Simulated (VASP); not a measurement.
**CdSe (wurtzite type): single point with PBE**

The system is CdSe (wurtzite type).

```xyz
4
Lattice="4.3830 0.0000 0.0000 -2.1915 3.7958 0.0000 0.0000 0.0000 7.1544" Properties=species:S:1:pos:R:3 pbc="T T T"
Cd    0.0000    2.5305    0.0009
Cd    2.1915    1.2653    3.5781
Se    0.0000    2.5305    2.6891
Se    2.1915    1.2653    6.2663
```

| Property | Result |
| --- | --- |
| Program | VASP 6.6.1 |
| Task | single point |
| Functional | PBE |
| Potentials or basis | VASP PAW PBE potentials, release 64 (Cd, Se) |
| Cutoff | 520 eV |
| k mesh | 9 × 9 × 5 |
| Occupations | fermi-dirac, width 0.05 eV |
| Spin | no spin polarisation |

```
Pressure               : 0.2 GPa
Band gap on the k mesh : 0.54 eV, direct
```

Levels at points of the mesh, in eV from the valence-band top:
```tsv
k point	band 16	band 17	band 18	band 19	band 20	band 21
(0.00, 0.00, 0.00)	-0.04	0.00	0.00	0.54	2.14	5.85
```

It took 72 s on 1 thread of Intel(R) Xeon(R) Platinum 8488C (Sapphire Rapids) (shared host), peak memory 0.3 GiB.

Expect the measured gap to be larger: semilocal functionals such as PBE lack the derivative discontinuity.
